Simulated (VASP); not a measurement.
# ZrS2 (P-3m1) in VASP: notebook

Runs on ZrS2. Level: PBE. Tasks: single point.

All numbers are computed with VASP 6.6.1; they aren't measurements. Logs are shortened: lines on timing, memory, paths and dates and some standing lists are left out, and cuts for length are marked.

## Step 1: The cell of the first run

It takes space group P-3m1 (No. 164, trigonal). The conventional cell has a = 3.711 Å, b = 3.711 Å, c = 5.828 Å, α = 90.00°, β = 90.00°, γ = 120.00°. Within 3.4 Å of Zr (site symmetry -3m) lie 6 S at 2.57 Å. S (site symmetry 3m) has 3 Zr at 2.57 Å within 3.4 Å.

## Step 2: Single point, PBE (epitaxial xy strain +1.0%)

Input file INCAR:

```
PREC = Accurate
ENCUT = 500
EDIFF = 1E-6
ISMEAR = -1
SIGMA = 0.02
LREAL = F
LASPH = T
NELM = 120
ALGO = Normal
ISIF = 2
LWAVE = F
LCHARG = F
GGA = PE
NBANDS = 19
GGA_COMPAT = F
```

Input file KPOINTS:

```
regular mesh
0
Gamma
  12 12 4
```

Input file POSCAR:

```
ZrS2
1.0
    3.7111430758      0.0000000000      0.0000000000
   -1.8555715379      3.2139441808      0.0000000000
    0.0000000000      0.0000000000      5.8275719928
Zr S
1 2
Direct
    0.0000000000      0.0000000000      0.0000000000
    0.3333333333      0.6666666667      0.2445405605
    0.6666666667      0.3333333333      0.7554594395
```

Potentials or basis: VASP PAW PBE potentials, release 64 (Zr_sv, S).

On the command line:

```bash
> cat potpaw_PBE.64/Zr_sv/POTCAR potpaw_PBE.64/S/POTCAR > POTCAR
> mpirun -np 1 vasp_std > vasp.out
```

OUTCAR:

```text
PREC = Accurate
   ENCUT = 500
   EDIFF = 1E-6
   ISMEAR = -1
   LREAL = F
   LASPH = T
   NELM = 120
   ISIF = 2
   GGA = PE

 ion  position               nearest neighbor table
   1  0.000  0.000  0.000-   2 2.57   3 2.57   3 2.57   2 2.57   3 2.57   2 2.57
   2  0.333  0.667  0.245-   1 2.57   1 2.57   1 2.57
   3  0.667  0.333  0.755-   1 2.57   1 2.57   1 2.57

  LATTYP: Found a hexagonal cell.
 ALAT       =     3.7111430758
 C/A-ratio  =     1.5702903051

  Lattice vectors:

 A1 = (   3.7111430758,   0.0000000000,   0.0000000000)
 A2 = (  -1.8555715379,   3.2139441808,   0.0000000000)
 A3 = (   0.0000000000,   0.0000000000,   5.8275719928)

Analysis of symmetry for initial positions (statically):
=====================================================================
 Subroutine PRICEL returns:
 Original cell was already a primitive cell.

 Routine SETGRP: Setting up the symmetry group for a
 hexagonal supercell.

 Subroutine GETGRP returns: Found 12 space group operations
 (whereof 12 operations were pure point group operations)
 out of a pool of 24 trial point group operations.

The static configuration has the point symmetry D_3d.

Analysis of symmetry for dynamics (positions and initial velocities):
=====================================================================
 Subroutine PRICEL returns:
 Original cell was already a primitive cell.

 Routine SETGRP: Setting up the symmetry group for a
 hexagonal supercell.

 Subroutine GETGRP returns: Found 12 space group operations
 (whereof 12 operations were pure point group operations)
 out of a pool of 24 trial point group operations.

The dynamic configuration has the point symmetry D_3d.

 Subroutine INISYM returns: Found 12 space group operations
 (whereof 12 operations are pure point group operations),
 and found     1 'primitive' translations

----------------------------------------------------------------------------------------

                                     Primitive cell

  volume of cell :      69.5078

  direct lattice vectors                    reciprocal lattice vectors
     3.711143076  0.000000000  0.000000000     0.269458757  0.155572086  0.000000000
    -1.855571538  3.213944181  0.000000000     0.000000000  0.311144172  0.000000000
     0.000000000  0.000000000  5.827571993     0.000000000  0.000000000  0.171598052

  length of vectors
     3.711143076  3.711143076  5.827571993     0.311144172  0.311144172  0.171598052

  position of ions in fractional coordinates (direct lattice)
     0.000000000  0.000000000  0.000000000
     0.333333333  0.666666667  0.244540560
     0.666666667  0.333333333  0.755459440

  ion indices of the primitive-cell ions
   primitive index   ion index
                 1           1
                 2           2
                 3           3

----------------------------------------------------------------------------------------

 KPOINTS: regular mesh

Automatic generation of k-mesh.
 Grid dimensions read from file:
 generate k-points for:   12   12    4

 Generating k-lattice:

  Cartesian coordinates                     Fractional coordinates (reciprocal lattice)
     0.022454896  0.012964340  0.000000000     0.083333333  0.000000000  0.000000000
     0.000000000  0.025928681  0.000000000     0.000000000  0.083333333  0.000000000
     0.000000000  0.000000000  0.042899513     0.000000000  0.000000000  0.250000000

  Length of vectors
     0.025928681  0.025928681  0.042899513

  Shift w.r.t. Gamma in fractional coordinates (k-lattice)
     0.000000000  0.000000000  0.000000000

 Subroutine IBZKPT returns following result:
 ===========================================

 Found     69 irreducible k-points:

 Following reciprocal coordinates:
            Coordinates               Weight
  0.000000  0.000000  0.000000      1.000000
  0.083333  0.000000  0.000000      6.000000
  0.166667  0.000000  0.000000      6.000000
  0.250000  0.000000  0.000000      6.000000
  0.333333  0.000000  0.000000      6.000000
  0.416667  0.000000  0.000000      6.000000
[... 16 lines left out ...]
  0.166667  0.000000  0.250000      6.000000
  0.000000  0.166667  0.250000      6.000000
 [... further k-points ...]
   k-points           NKPTS =     69   k-points in BZ     NKDIM =     69   number of bands    NBANDS=     19
   number of dos      NEDOS =    301   number of ions     NIONS =      3
   total plane-waves  NPLWV =  37632
   dimension x,y,z NGX =    28 NGY =   28 NGZ =   48
   dimension x,y,z NGXF=    56 NGYF=   56 NGZF=   96
   ions per type =               1   2
   NGX,Y,Z   is equivalent  to a cutoff of  12.54, 12.54, 13.69 a.u.
   NGXF,Y,Z  is equivalent  to a cutoff of  25.09, 25.09, 27.39 a.u.
 SYSTEM =  unknown system
   PREC   = accura    normal or accurate (medium, high low for compatibility)
   ISTART =      0    job   : 0-new  1-cont  2-samecut
   ICHARG =      2    charge: 1-file 2-atom 10-const
   ISPIN  =      1    spin polarized calculation?
[... 84 lines left out ...]
      6      -6.7796      2.00000
[... 11 lines left out ...]
     18      11.2560      0.00000
     19      11.7928      0.00000

 k-point     4 :       0.2500    0.0000    0.0000
  band No.  band energies     occupation
      1     -44.5966      2.00000
      2     -22.6390      2.00000
      3     -22.6285      2.00000
      4     -22.5396      2.00000
      5      -7.6582      2.00000
      6      -6.8505      2.00000
[... 11 lines left out ...]
     18      11.8875      0.00000
     19      12.6738      0.00000

 k-point     5 :       0.3333    0.0000    0.0000
  band No.  band energies     occupation
      1     -44.5926      2.00000
      2     -22.6911      2.00000
      3     -22.6217      2.00000
      4     -22.5523      2.00000
      5      -7.3819      2.00000
      6      -6.8967      2.00000
[... 11 lines left out ...]
     18      11.9189      0.00000
     19      12.6875      0.00000

 k-point     6 :       0.4167    0.0000    0.0000
  band No.  band energies     occupation
      1     -44.5896      2.00000
      2     -22.7328      2.00000
      3     -22.6124      2.00000
      4     -22.5616      2.00000
      5      -7.2266      2.00000
      6      -6.8625      2.00000
[... 11 lines left out ...]
     18      11.5771      0.00000
     19      12.3794      0.00000

 k-point     7 :       0.5000    0.0000    0.0000
  band No.  band energies     occupation
      1     -44.5885      2.00000
      2     -22.7480      2.00000
      3     -22.6090      2.00000
      4     -22.5650      2.00000
      5      -7.1977      2.00000
      6      -6.8163      2.00000
[... 11 lines left out ...]
     18      11.1999      0.00000
     19      12.4827      0.00000

 k-point     8 :       0.0833    0.0833    0.0000
  band No.  band energies     occupation
      1     -44.6016      2.00000
      2     -22.6508      2.00000
      3     -22.5591      2.00000
      4     -22.5247      2.00000
      5      -7.9962      2.00000
      6      -6.7620      2.00000
[... 256 lines left out ...]
 k-point    20 :       0.0000    0.0000    0.2500
  band No.  band energies     occupation
      1     -44.6047      2.00000
      2     -22.6607      2.00000
      3     -22.5141      2.00000
      4     -22.5141      2.00000
      5      -8.0851      2.00000
      6      -6.8832      2.00000
[... 11 lines left out ...]
     18      10.4106      0.00000
     19      11.0048      0.00000

 k-point    21 :       0.0833    0.0000    0.2500
  band No.  band energies     occupation
      1     -44.6036      2.00000
      2     -22.6573      2.00000
      3     -22.5301      2.00000
      4     -22.5175      2.00000
      5      -8.0168      2.00000
      6      -6.8965      2.00000
[... 11 lines left out ...]
     18      10.9081      0.00000
     19      11.2839      0.00000

 k-point    22 :       0.0000    0.0833    0.2500
  band No.  band energies     occupation
      1     -44.6036      2.00000
      2     -22.6573      2.00000
      3     -22.5301      2.00000
      4     -22.5175      2.00000
      5      -8.0185      2.00000
      6      -6.8935      2.00000
[... 11 lines left out ...]
     18      10.8335      0.00000
     19      11.3995      0.00000

 k-point    23 :       0.1667    0.0000    0.2500
  band No.  band energies     occupation
      1     -44.6007      2.00000
      2     -22.6482      2.00000
      3     -22.5736      2.00000
      4     -22.5269      2.00000
      5      -7.8225      2.00000
      6      -6.9375      2.00000
[... 11 lines left out ...]
     18      11.7856      0.00000
     19      11.9453      0.00000

 k-point    24 :       0.0000    0.1667    0.2500
  band No.  band energies     occupation
      1     -44.6007      2.00000
      2     -22.6482      2.00000
      3     -22.5736      2.00000
      4     -22.5269      2.00000
      5      -7.8381      2.00000
      6      -6.9135      2.00000
[... 11 lines left out ...]
     18      11.4656      0.00000
     19      12.1795      0.00000

 [... further k-points ...]

------------------------ aborting loop because EDIFF is reached ----------------------------------------

  FORCE on cell =-STRESS in cart. coord.  units (eV):
  Direction    XX          YY          ZZ          XY          YZ          ZX
  --------------------------------------------------------------------------------------
  -------------------------------------------------------------------------------------
  Total       -0.2558963     -0.2558963      0.8417716      0.0000000      0.0000000     -0.0000000
  in kB       -5.8984913     -5.8984913     19.4031017      0.0000000      0.0000000     -0.0000000
  external PRESSURE =       2.5353730 kB  Pullay stress =       0.0000000 kB

 VOLUME and BASIS-vectors are now :
 -----------------------------------------------------------------------------
  energy-cutoff  :      500.00
  volume of cell :       69.51
      direct lattice vectors                 reciprocal lattice vectors
     3.711143076  0.000000000  0.000000000     0.269458757  0.155572086  0.000000000
    -1.855571538  3.213944181  0.000000000     0.000000000  0.311144172  0.000000000
     0.000000000  0.000000000  5.827571993     0.000000000  0.000000000  0.171598052

 POSITION                                       TOTAL-FORCE (eV/Angst)
 -----------------------------------------------------------------------------------
      0.00000      0.00000      0.00000         0.000000      0.000000      0.000000
     -0.00000      2.14263      1.42508         0.000000      0.000000      0.037186
      1.85557      1.07131      4.40249        -0.000000      0.000000     -0.037186
 -----------------------------------------------------------------------------------
    total drift:                                0.000000     -0.000000     -0.000000

  FREE ENERGIE OF THE ION-ELECTRON SYSTEM (eV)
  ---------------------------------------------------
  free  energy   TOTEN  =       -21.4031940808 eV

  energy  without entropy=      -21.4031940808  energy(sigma->0) =      -21.40319408
```

Run time: 32 s. Hardware: 1 thread of Intel Xeon 6975P-C (Granite Rapids), shared host; peak memory 0.23 GiB.

What came out:

```yaml
Free_energy: -21.4032 eV
Pressure: 0.3 GPa
Largest_force: 0.037 eV/Å
Band_gap_on_the_k_mesh: 0.93 eV (least direct gap 1.44 eV)
```

Forces on the atoms (eV/Å):
```
Zr   0.000  0.000  0.000
S    0.000  0.000  0.037
S    0.000  0.000 -0.037
```

Levels at points of the mesh, in eV from the valence-band top:
| k point | band 10 | band 11 | band 12 | band 13 | band 14 | band 15 |
| --- | --- | --- | --- | --- | --- | --- |
| (0.00, 0.00, 0.00) | -0.25 | -0.25 | 0.00 | 1.43 | 1.43 | 2.33 |
| (0.50, 0.00, 0.00) | -2.49 | -1.90 | -1.40 | 1.07 | 3.04 | 3.27 |
| (0.00, 0.00, 0.50) | -1.79 | -0.40 | -0.40 | 1.40 | 1.40 | 2.60 |
| (0.50, 0.00, 0.50) | -2.27 | -1.12 | -0.82 | 0.93 | 3.03 | 3.27 |

Caveat: the cell differs from its parent crystal (epitaxial xy strain +1.0%); this functional lacks dispersion, which binds the layers, so the pressure and a relaxed spacing across them are unreliable. A k mesh can miss the band edges.

## Step 3: Single point, PBE (epitaxial xy strain +2.0%)

Input file INCAR:

```
SYSTEM = ZrS2
PREC     = Accurate       ! precision mode
ENCUT    = 500            ! plane-wave cutoff, eV
EDIFF    = 1E-6           ! SCF threshold, eV
ISMEAR   = -1             ! smearing method
SIGMA    = 0.02           ! smearing width, eV
LREAL    = .False.        ! projectors in reciprocal space
LASPH    = .True.         ! aspherical terms in the spheres
NELM     = 120            ! most SCF steps
ALGO     = Normal         ! electronic algorithm
ISIF     = 2              ! what is computed and relaxed
LWAVE    = .False.        ! write WAVECAR
LCHARG   = .False.        ! write CHGCAR
GGA      = PE             ! functional
NBANDS   = 19             ! bands
GGA_COMPAT= .False.
```

Input file KPOINTS:

```
Automatic mesh
0
Gamma
  12 12 4
  0 0 0
```

Input file POSCAR:

```
ZrS2
1.0
    3.7478870667      0.0000000000      0.0000000000
   -1.8739435333      3.2457654103      0.0000000000
    0.0000000000      0.0000000000      5.7982877114
Zr S
1 2
Direct
    0.0000000000      0.0000000000      0.0000000000
    0.3333333333      0.6666666667      0.2427972949
    0.6666666667      0.3333333333      0.7572027051
```

Potentials or basis: VASP PAW PBE potentials, release 64 (Zr_sv, S).

On the command line:

```bash
> cat potpaw_PBE.64/Zr_sv/POTCAR potpaw_PBE.64/S/POTCAR > POTCAR
> mpirun -np 1 vasp_std > vasp.out
```

Run time: 30 s. Hardware: 1 thread of Intel Xeon 6975P-C (Granite Rapids), shared host; peak memory 0.21 GiB.

Results (log left out):

```yaml
Free_energy: -21.3875 eV
Pressure: -0.7 GPa
Largest_force: 0.028 eV/Å
Band_gap_on_the_k_mesh: 0.97 eV (least direct gap 1.37 eV)
```

Forces in eV/Å, atoms in the order of the input:
```
Zr   0.000  0.000  0.000
S    0.000  0.000  0.028
S    0.000  0.000 -0.028
```

Stress tensor (GPa, compression positive):
```
-2.00  0.00  0.00
 0.00 -2.00  0.00
 0.00  0.00  1.85
```

Levels at points of the mesh, in eV from the valence-band top:
| k point | band 9 | band 10 | band 11 | band 12 | band 13 | band 14 | band 15 | band 16 |
| --- | --- | --- | --- | --- | --- | --- | --- | --- |
| (0.00, 0.00, 0.00) | -3.04 | -0.32 | -0.32 | 0.00 | 1.37 | 1.37 | 2.35 | 4.76 |
| (0.50, 0.00, 0.00) | -2.60 | -2.45 | -1.89 | -1.48 | 1.09 | 2.90 | 3.07 | 5.48 |
| (0.00, 0.00, 0.50) | -3.00 | -1.75 | -0.47 | -0.47 | 1.33 | 1.33 | 2.55 | 5.17 |
| (0.50, 0.00, 0.50) | -2.77 | -2.22 | -1.20 | -0.81 | 0.97 | 2.89 | 3.08 | 4.99 |

Caveat: the cell differs from its parent crystal (epitaxial xy strain +2.0%); this functional lacks dispersion, which binds the layers, so the pressure and a relaxed spacing across them are unreliable. A k mesh can miss the band edges.

## Step 4: Single point, PBE (epitaxial xy strain +3.0%)

Input file INCAR:

```
SYSTEM = ZrS2
PREC = Accurate ; ENCUT = 500
EDIFF = 1E-6 ; ISMEAR = -1
SIGMA = 0.02 ; LREAL = .False.
LASPH = .True. ; NELM = 120
ALGO = Normal ; ISIF = 2
LWAVE = .False. ; LCHARG = .True.
GGA = PE ; LELF = .True.
LVHAR = .True. ; NBANDS = 19
GGA_COMPAT = .False.
```

KPOINTS is that of step 3.

Input file POSCAR:

```
ZrS2
1.0
    3.7846310575      0.0000000000      0.0000000000
   -1.8923155287      3.2775866398      0.0000000000
    0.0000000000      0.0000000000      5.7690034300
Zr S
1 2
Direct
    0.0000000000      0.0000000000      0.0000000000
    0.3333333333      0.6666666667      0.2409644600
    0.6666666667      0.3333333333      0.7590355400
```

On the command line:

```bash
> cat potpaw_PBE.64/Zr_sv/POTCAR potpaw_PBE.64/S/POTCAR > POTCAR
> mpirun -np 1 vasp_std > vasp.out
```

Wall time 34 s (1 thread of Intel Xeon 6975P-C (Granite Rapids), shared host); peak memory 0.22 GiB.

The run converged. Its results:

```
Free energy            : -21.3603 eV
Pressure               : -1.6 GPa
Largest force          : 0.022 eV/Å
Band gap on the k mesh : 1.01 eV (least direct gap 1.31 eV)
```

Forces in eV/Å, atoms in the order of the input:
```
Zr   0.000  0.000  0.000
S    0.000  0.000  0.022
S    0.000  0.000 -0.022
```

Stress tensor (GPa, compression positive):
```
-3.29  0.00  0.00
 0.00 -3.29  0.00
 0.00  0.00  1.78
```

Levels at points of the mesh, in eV from the valence-band top:
```csv
k point,band 10,band 11,band 12,band 13,band 14,band 15
"(0.00, 0.00, 0.00)",-0.39,-0.39,0.00,1.31,1.31,2.35
"(0.50, 0.00, 0.00)",-2.42,-1.87,-1.56,1.10,2.76,2.88
"(0.00, 0.00, 0.50)",-1.72,-0.54,-0.54,1.26,1.26,2.50
"(0.50, 0.00, 0.50)",-2.16,-1.29,-0.81,1.01,2.75,2.90
```

Caveat: the cell differs from its parent crystal (epitaxial xy strain +3.0%); this functional lacks dispersion, which binds the layers, so the pressure and a relaxed spacing across them are unreliable.

## Step 5: Single point, PBE (epitaxial xy strain +4.0%)

Input file INCAR:

```
ALGO = Normal ; EDIFF = 1E-6
ENCUT = 500 ; GGA = PE
GGA_COMPAT = F ; ISIF = 2
ISMEAR = -1 ; LASPH = T
LCHARG = F ; LREAL = F
LWAVE = F ; NBANDS = 19
NELM = 120 ; PREC = Accurate
SIGMA = 0.02
```

Input file KPOINTS:

```
k-points
0
Gamma
  12 12 4
```

Input file POSCAR:

```
ZrS2
1.0
    3.8213750484      0.0000000000      0.0000000000
   -1.9106875242      3.3094078693      0.0000000000
    0.0000000000      0.0000000000      5.7397191487
Zr S
1 2
Direct
    0.0000000000      0.0000000000      0.0000000000
    0.3333333333      0.6666666667      0.2390644428
    0.6666666667      0.3333333333      0.7609355572
```

On the command line:

```bash
> cat potpaw_PBE.64/Zr_sv/POTCAR potpaw_PBE.64/S/POTCAR > POTCAR
> mpirun -np 1 vasp_std > vasp.out
```

Run time: 33 s. Hardware: 1 thread of Intel Xeon 6975P-C (Granite Rapids), shared host; peak memory 0.22 GiB.

It converged, with:

- Free energy: -21.3224 eV
- Pressure: -2.4 GPa
- Largest force: 0.015 eV/Å
- Band gap on the k mesh: 1.05 eV (least direct gap 1.25 eV)

Forces in eV/Å, atoms in the order of the input:
```
Zr   0.000  0.000  0.000
S    0.000  0.000  0.015
S    0.000  0.000 -0.015
```

Stress tensor (GPa, compression positive):
```
-4.50  0.00  0.00
 0.00 -4.50  0.00
 0.00  0.00  1.71
```

Levels at points of the mesh, in eV from the valence-band top:
```
           k point  band 9  band 10  band 11  band 12  band 13  band 14  band 15  band 16
(0.00, 0.00, 0.00)   -3.19    -0.45    -0.45     0.00     1.25     1.25     2.34     4.69
(0.50, 0.00, 0.00)   -2.59    -2.38    -1.85    -1.63     1.11     2.63     2.69     5.29
(0.00, 0.00, 0.50)   -3.14    -1.69    -0.60    -0.60     1.21     1.21     2.45     5.10
(0.50, 0.00, 0.50)   -2.83    -2.11    -1.36    -0.80     1.05     2.61     2.72     4.84
```

Caveat: the cell differs from its parent crystal (epitaxial xy strain +4.0%); this functional lacks dispersion, which binds the layers, so the pressure and a relaxed spacing across them are unreliable. A k mesh can miss the band edges.

## Step 6: The runs side by side

| cell | gap on the mesh (eV) | pressure (GPa) | largest force (eV/Å) |
| --- | --- | --- | --- |
| a = 3.711, b = 3.711, c = 5.828 Å, angles 90.0, 90.0, 120.0°, 3 atoms, atomic positions A | 0.93 | 0.3 | 0.04 |
| a = 3.748, b = 3.748, c = 5.798 Å, angles 90.0, 90.0, 120.0°, 3 atoms, atomic positions A | 0.97 | -0.7 | 0.03 |
| a = 3.785, b = 3.785, c = 5.769 Å, angles 90.0, 90.0, 120.0°, 3 atoms, atomic positions B | 1.01 | -1.6 | 0.02 |
| a = 3.821, b = 3.821, c = 5.740 Å, angles 90.0, 90.0, 120.0°, 3 atoms, atomic positions B | 1.05 | -2.4 | 0.02 |

Alike in all rows: task single point; level PBE; potentials or basis VASP PAW PBE potentials, release 64 (Zr_sv, S); no spin polarisation; k mesh 12 × 12 × 4; cutoff (eV) 500; smearing fermi-dirac 0.02 eV.

Caveats: this functional lacks dispersion, which binds the layers, so the pressure and a relaxed spacing across them are unreliable.

Total energies depend on the potentials used, so only differences within one code and one set of settings carry meaning.
